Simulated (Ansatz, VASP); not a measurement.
Two plane-wave programs on ZnSe

The input INCAR:

```
PREC = Accurate
ENCUT = 500
EDIFF = 1E-6
ISMEAR = 0
SIGMA = 0.02
LREAL = False
LASPH = True
NELM = 120
ALGO = Normal
ISIF = 2
LWAVE = False
LCHARG = False
NBANDS = 16
GGA_COMPAT = False
```

KPOINTS

```
Automatic mesh
0
Gamma
  8 8 8
```

Contents of POSCAR:

```
ZnSe
1.0
    0.0000000000      2.7837635926      2.7837635926
    2.7837635926      0.0000000000      2.7837635926
    2.7837635926      2.7837635926      0.0000000000
Zn Se
1 1
Direct
    0.0000000000      0.0000000000      0.0000000000
    0.2500000000      0.2500000000      0.2500000000
```

Input for Ansatz:

```yaml
crystal:
  lattice:
    - [0.0, 2.7837635926, 2.7837635926]
    - [2.7837635926, 0.0, 2.7837635926]
    - [2.7837635926, 2.7837635926, 0.0]
  atoms:
    - { symbol: Zn, position: [0.0, 0.0, 0.0] }
    - { symbol: Se, position: [0.25, 0.25, 0.25] }
basis:
  ecutwfc: 420
kpoints:
  mp_grid: { grid: [8, 8, 8] }
  band_path:
    path:
      - [[0.0, 0.0, 0.0], [-0.5, -0.5, 0.0], [-0.375, -0.375, 0.25]]
      - [[-0.375, 0.0, 0.375], [0.0, 0.0, 0.0], [0.0, 0.0, 0.5], [-0.5, -0.25, 0.25], [-0.5, -0.5, 0.0]]
    npoints: 10
hamiltonian:
  xc: lda
  pseudopotentials: { kind: paw }
scf:
  occupations: { method: gaussian, width: 0.02 }
  n_extra_bands: 7
output:
  forces: true
  stress: true
  eigenvalues: true
```

Alike in both runs: task single point; functional LDA; k mesh 8 × 8 × 8; occupations gaussian, width 0.02 eV; no spin polarisation.

```csv
,VASP,Ansatz
version,VASP 6.6.1,Ansatz 0.2.0
potentials or method,"VASP PAW LDA potentials, release 64 (Zn, Se), cutoff 500 eV","scalar-relativistic, plane waves, PAW"
valence electrons in the cell,18,28
```

|  | VASP | Ansatz | Ansatz less VASP |
| --- | --- | --- | --- |
| gap on the k mesh at the Fermi level (eV) | 1.29 | 1.25 | -0.040 |
| least direct gap on the mesh (eV) | 1.29 | 1.25 | -0.040 |
| pressure (GPa) | 0.4 | 0.0 | -0.37 |

LDA's correlation is that of Perdew and Zunger in VASP and of Perdew and Wang (1992) in Ansatz. VASP's potentials hold 18 valence electrons a cell and Ansatz's 28, so a difference there can come from the potentials and not from the codes.
